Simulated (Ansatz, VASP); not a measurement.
# Al3Ru2 in VASP and in Ansatz

File INCAR:

```
SYSTEM = Al3Ru2
ALGO     = Fast           ! electronic algorithm
EDIFF    = 1E-7           ! SCF threshold, eV
ENCUT    = 520            ! plane-wave cutoff, eV
GGA      = PS             ! functional
ISIF     = 2              ! what is computed and relaxed
ISMEAR   = 0              ! smearing method
LASPH    = .TRUE.         ! aspherical terms in the spheres
LCHARG   = .FALSE.        ! write CHGCAR
LREAL    = .FALSE.        ! projectors in reciprocal space
LWAVE    = .FALSE.        ! write WAVECAR
NBANDS   = 48             ! bands
NELM     = 100            ! most SCF steps
PREC     = Accurate       ! precision mode
SIGMA    = 0.15           ! smearing width, eV
```

Contents of KPOINTS:

```
k-points
0
G
  15 15 4
  0 0 0
```

Contents of POSCAR:

```
Al3Ru2
1.0
   -3.0733627987      0.0000000000      0.0000000000
    0.0000000000     -3.0733627987      0.0000000000
    0.0000000000      0.0000000000     14.5016646833
Al Ru
6 4
Direct
    0.5000000000      0.5000000000      0.3442610381
    1.0000000000      1.0000000000      0.8356413381
    0.5000000000      0.5000000000      0.1538578364
    1.0000000000      1.0000000000      0.6452381363
    0.5000000000      0.5000000000      0.5346642399
    1.0000000000      1.0000000000      0.0432839399
    0.0000000000      0.0000000000      0.4480979636
    0.5000000000      0.5000000000      0.9394782635
    0.0000000000      0.0000000000      0.2404241127
    0.5000000000      0.5000000000      0.7318044126
```

Input for Ansatz:

```yaml
crystal:
  lattice:
    - [-3.0733627987, 0.0, 0.0]
    - [0.0, -3.0733627987, 0.0]
    - [0.0, 0.0, 14.5016646833]
  atoms:
    - { symbol: Al, position: [0.5, 0.5, 0.3442610381] }
    - { symbol: Al, position: [1.0, 1.0, 0.8356413381] }
    - { symbol: Al, position: [0.5, 0.5, 0.1538578364] }
    - { symbol: Al, position: [1.0, 1.0, 0.6452381363] }
    - { symbol: Al, position: [0.5, 0.5, 0.5346642399] }
    - { symbol: Al, position: [1.0, 1.0, 0.0432839399] }
    - { symbol: Ru, position: [0.0, 0.0, 0.4480979636] }
    - { symbol: Ru, position: [0.5, 0.5, 0.9394782635] }
    - { symbol: Ru, position: [0.0, 0.0, 0.2404241127] }
    - { symbol: Ru, position: [0.5, 0.5, 0.7318044126] }
basis:
  ecutwfc: 420
kpoints:
  mp_grid: { grid: [15, 15, 4] }
hamiltonian:
  xc: pbesol
scf:
  occupations: { method: gaussian, width: 0.15 }
output:
  forces: true
  stress: true
  eigenvalues: true
```

Alike in both runs: task single point; functional PBEsol; k mesh 15 × 15 × 4; occupations gaussian, width 0.15 eV; no spin polarisation.

|  | VASP | Ansatz |
| --- | --- | --- |
| version | VASP 6.6.1 | Ansatz 0.2.0 |
| potentials or method | VASP PAW PBE potentials, release 64 (Al, Ru_pv), cutoff 520 eV | scalar-relativistic, plane waves, PAW |
| valence electrons in the cell | 74 | 82 |

|  | VASP | Ansatz | Ansatz less VASP |
| --- | --- | --- | --- |
| gap on the k mesh at the Fermi level (eV) | none | none | - |
| pressure (GPa) | -3.0 | -3.1 | -0.07 |
| traceless stress, the component that is largest in VASP (GPa) | -1.84 | -1.82 | +0.012 |
| rms of the force components (eV/Å) | 0.401 | 0.400 | -0.0002 |

VASP's potentials were made for PBE, not for PBEsol. Atom by atom the forces differ by 0.003 eV/Å (rms over components). A gap of «none» marks a metal or a gap that the smearing closes. With one functional, cell and mesh, what is left measures potentials, basis and numerics. VASP's potentials hold 74 valence electrons a cell and Ansatz's 82, so a difference there can come from the potentials and not from the codes.
